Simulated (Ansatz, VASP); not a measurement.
## NaRu3 in VASP and in Ansatz

```
Na Ru
1.0
     3.85788    0.00000    0.00000
     0.00000    3.85788    0.00000
     0.00000    0.00000    3.85788
Na Ru
1 3
Cartesian
  0.0000 0.0000 0.0000
  0.0000 1.9289 1.9289
  1.9289 0.0000 1.9289
  1.9289 1.9289 0.0000
```

Alike in both runs: functional r2SCAN; k mesh 12 × 12 × 12; occupations gaussian, width 0.1 eV; no spin polarisation.

Ansatz relaxed the structure, and its values are those at the end. VASP's run is a single point on that final structure, the one shown.

```csv
,VASP,Ansatz
version,VASP 6.6.1,Ansatz 0.2.0
potentials or method,"VASP PAW PBE potentials, release 64 (Na_pv, Ru_pv), cutoff 520 eV","scalar-relativistic, plane waves, PAW"
valence electrons in the cell,49,57
```

|  | VASP | Ansatz | Ansatz less VASP |
| --- | --- | --- | --- |
| gap on the k mesh at the Fermi level (eV) | none | none | - |
| pressure (GPa) | 0.5 | 0.0 | -0.55 |

VASP's potentials were made for PBE, not for r2SCAN. A gap of «none» marks a metal or a gap that the smearing closes. The functional is the same, so the differences come from potentials, cutoffs and numerics. VASP's potentials hold 49 valence electrons a cell and Ansatz's 57, so a difference there can come from the potentials and not from the codes.
